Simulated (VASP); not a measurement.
# CuI (P-3m1) in VASP: dielectric tensor with PBEsol

Aim: the dielectric tensor of CuI with PBEsol.

All numbers are computed with VASP 6.6.1; they aren't measurements. Logs are shortened: lines on timing, memory, paths and dates and some standing lists are left out, and cuts for length are marked.

## Step 1: The cell of the first run

The structure is trigonal, space group P-3m1 (No. 164). Conventional cell: a = 4.129 Å, b = 4.129 Å, c = 7.478 Å, α = 90.00°, β = 90.00°, γ = 120.00°. Within 3.4 Å of Cu (site symmetry 3m) lie 4 I at 2.58 to 2.68 Å and 3 Cu at 2.74 Å. I (site symmetry 3m) has 4 Cu at 2.58 to 2.68 Å within 3.4 Å.

## Step 2: Dielectric tensor, PBEsol

File INCAR:

```
SYSTEM = CuI
PREC = Accurate
ENCUT = 520
EDIFF = 1E-8
ISMEAR = 0
SIGMA = 0.01
LREAL = .False.
LASPH = .True.
NELM = 120
ALGO = Normal
ISIF = 2
LWAVE = .False.
LCHARG = .False.
GGA = PS
LEPSILON = .True.
GGA_COMPAT = .False.
```

File KPOINTS:

```
Automatic mesh
0
Gamma
  6 6 4
  0 0 0
```

File POSCAR:

```
CuI
1.0
    4.1286180000      0.0000000000      0.0000000000
   -2.0643090000      3.5754880705      0.0000000000
    0.0000000000      0.0000000000      7.4781060000
Cu I
2 2
Direct
    0.6666666667      0.3333333333      0.5899520000
    0.3333333333      0.6666666667      0.4100480000
    0.3333333333      0.6666666667      0.7547480000
    0.6666666667      0.3333333333      0.2452520000
```

Potentials or basis: VASP PAW PBE potentials, release 64 (Cu, I).

Command:

```sh
$ cat potpaw_PBE.64/Cu/POTCAR potpaw_PBE.64/I/POTCAR > POTCAR
$ mpirun -np 1 vasp_std > vasp.out
```

OUTCAR:

```text
SYSTEM = CuI
   PREC = Accurate
   ENCUT = 520
   EDIFF = 1E-8
   ISMEAR = 0
   LREAL = .False.
   LASPH = .True.
   NELM = 120
   ISIF = 2
   GGA = PS
   LEPSILON = .True.

 ion  position               nearest neighbor table
   1  0.667  0.333  0.590-   4 2.58   3 2.68   3 2.68   3 2.68   2 2.74   2 2.74   2 2.74
   2  0.333  0.667  0.410-   3 2.58   4 2.68   4 2.68   4 2.68   1 2.74   1 2.74   1 2.74
   3  0.333  0.667  0.755-   2 2.58   1 2.68   1 2.68   1 2.68
   4  0.667  0.333  0.245-   1 2.58   2 2.68   2 2.68   2 2.68

  LATTYP: Found a hexagonal cell.
 ALAT       =     4.1286180000
 C/A-ratio  =     1.8112855198

  Lattice vectors:

 A1 = (   4.1286180000,   0.0000000000,   0.0000000000)
 A2 = (  -2.0643090000,   3.5754880705,   0.0000000000)
 A3 = (   0.0000000000,   0.0000000000,   7.4781060000)

Analysis of symmetry for initial positions (statically):
=====================================================================
 Subroutine PRICEL returns:
 Original cell was already a primitive cell.

 Routine SETGRP: Setting up the symmetry group for a
 hexagonal supercell.

 Subroutine GETGRP returns: Found 12 space group operations
 (whereof 12 operations were pure point group operations)
 out of a pool of 24 trial point group operations.

The static configuration has the point symmetry D_3d.

Analysis of symmetry for dynamics (positions and initial velocities):
=====================================================================
 Subroutine PRICEL returns:
 Original cell was already a primitive cell.

 Routine SETGRP: Setting up the symmetry group for a
 hexagonal supercell.

 Subroutine GETGRP returns: Found 12 space group operations
 (whereof 12 operations were pure point group operations)
 out of a pool of 24 trial point group operations.

The dynamic configuration has the point symmetry D_3d.

 Subroutine INISYM returns: Found 12 space group operations
 (whereof 12 operations are pure point group operations),
 and found     1 'primitive' translations

[... 765 lines left out ...]
 -----------------------------------------------------------------------------------
      2.06431      1.19183      4.41172         0.000000     -0.000000      0.002698
     -0.00000      2.38366      3.06638        -0.000000      0.000000     -0.002698
     -0.00000      2.38366      5.64409         0.000000      0.000000     -0.213537
      2.06431      1.19183      1.83402        -0.000000     -0.000000      0.213537
 -----------------------------------------------------------------------------------
    total drift:                               -0.000000      0.000000      0.000000

  FREE ENERGIE OF THE ION-ELECTRON SYSTEM (eV)
  ---------------------------------------------------
  free  energy   TOTEN  =       -12.6700701863 eV

  energy  without entropy=      -12.6700701863  energy(sigma->0) =      -12.67007019

 HEAD OF MICROSCOPIC STATIC DIELECTRIC TENSOR (INDEPENDENT PARTICLE, excluding Hartree and local field effects)
 ------------------------------------------------------
           6.591179    -0.000000     0.000000
           0.000000     6.591179     0.000000
           0.000000     0.000000     6.468455
 ------------------------------------------------------

 Free energy of the ion-electron system (eV)
  ---------------------------------------------------
  ---------------------------------------------------
  free energy    TOTEN  =        -1.68353531 eV

  energy without entropy =       -1.68353531

------------------------ aborting loop because EDIFF is reached ----------------------------------------

--------------------------------------- Ionic step        2  -------------------------------------------

------------------------ aborting loop because EDIFF is reached ----------------------------------------

--------------------------------------- Ionic step        3  -------------------------------------------

 Free energy of the ion-electron system (eV)
  ---------------------------------------------------
  ---------------------------------------------------
  free energy    TOTEN  =        -1.29124960 eV

  energy without entropy =       -1.29124960

------------------------ aborting loop because EDIFF is reached ----------------------------------------

 PIEZOELECTRIC TENSOR FIELD DIRECTION 3  (e Angst)
 -----------------------------------------------------------------------------
    -0.02094 -0.00000  0.00000           ( -0.00008  0.00000  0.00000)
     0.00000 -0.02094  0.00000           (  0.00000 -0.00008  0.00000)
    -0.00000  0.00000  0.05148           (  0.00000  0.00000 -0.00008)

 PIEZOELECTRIC TENSOR FIELD DIRECTION 3  (C/m^2)
 -----------------------------------------------------------------------------
    -0.00304 -0.00000  0.00000
     0.00000 -0.00304  0.00000
    -0.00000  0.00000  0.00747

 MACROSCOPIC STATIC DIELECTRIC TENSOR (including local field effects in DFT)
 ------------------------------------------------------
           6.174456     0.000000     0.000000
           0.000000     6.174456     0.000000
           0.000000     0.000000     4.867187
 ------------------------------------------------------

 PIEZOELECTRIC TENSOR (including local field effects)  for field in x, y, z        (e  Angst)
          XX          YY          ZZ          XY          YZ          ZX
  --------------------------------------------------------------------------------
  x     0.00000     0.00000     0.00000     0.00000     0.00000     0.00000
  y     0.00000     0.00000     0.00000     0.00000     0.00000     0.00000
  z     0.00000     0.00000     0.00000     0.00000     0.00000     0.00000

 PIEZOELECTRIC TENSOR (including local field effects)  for field in x, y, z        (C/m^2)
          XX          YY          ZZ          XY          YZ          ZX
  --------------------------------------------------------------------------------
  x     0.00000     0.00000     0.00000     0.00000     0.00000     0.00000
  y     0.00000     0.00000     0.00000     0.00000     0.00000     0.00000
  z     0.00000     0.00000     0.00000     0.00000     0.00000     0.00000

 BORN EFFECTIVE CHARGES (including local field effects) (in |e|, cummulative output)
 ---------------------------------------------------------------------------------
 ion    1
    1     1.10288     0.00000     0.00000
    2     0.00000     1.10288     0.00000
    3    -0.00000     0.00000     0.65890
 ion    2
    1     1.10288     0.00000     0.00000
    2     0.00000     1.10288     0.00000
    3    -0.00000     0.00000     0.65890
 ion    3
    1    -1.10288     0.00000     0.00000
    2     0.00000    -1.10288     0.00000
    3     0.00000     0.00000    -0.65890
 ion    4
    1    -1.10288     0.00000     0.00000
    2     0.00000    -1.10288     0.00000
    3     0.00000     0.00000    -0.65890
```

Run time: 16 min. Hardware: 1 thread of Intel Xeon Platinum 8259CL at 2.50GHz (Skylake/Cascade Lake), shared host; peak memory 0.48 GiB.

Results:

```
Band gap on the k mesh                  : 1.57 eV
Electronic dielectric tensor (diagonal) : 6.17, 6.17, 4.87
Born charges (mean of the diagonal)     : Cu +0.95; I -0.95 e
```

Levels at points of the mesh, in eV from the valence-band top:
| k point | band 16 | band 17 | band 18 | band 19 | band 20 | band 21 |
| --- | --- | --- | --- | --- | --- | --- |
| (0.00, 0.00, 0.00) | -0.37 | 0.00 | 0.00 | 1.57 | 2.91 | 4.68 |
| (0.50, 0.00, 0.00) | -1.23 | -1.22 | -0.18 | 3.03 | 3.12 | 3.73 |
| (0.00, 0.00, 0.50) | -0.31 | -0.08 | -0.08 | 2.86 | 2.87 | 4.67 |
| (0.50, 0.00, 0.50) | -1.20 | -1.06 | -0.32 | 2.54 | 2.84 | 3.56 |

Electronic dielectric tensor:
```
6.17 0.00 0.00
0.00 6.17 0.00
0.00 0.00 4.87
```

Born effective charge tensors (e):
atom 1, Cu
```
1.10 0.00 0.00
0.00 1.10 0.00
0.00 0.00 0.66
```
atom 2, Cu
```
1.10 0.00 0.00
0.00 1.10 0.00
0.00 0.00 0.66
```
atom 3, I
```
-1.10  0.00  0.00
 0.00 -1.10  0.00
 0.00  0.00 -0.66
```
atom 4, I
```
-1.10  0.00  0.00
 0.00 -1.10  0.00
 0.00  0.00 -0.66
```

Caveat: spin-orbit coupling is left out, which moves the levels of the heavy elements.
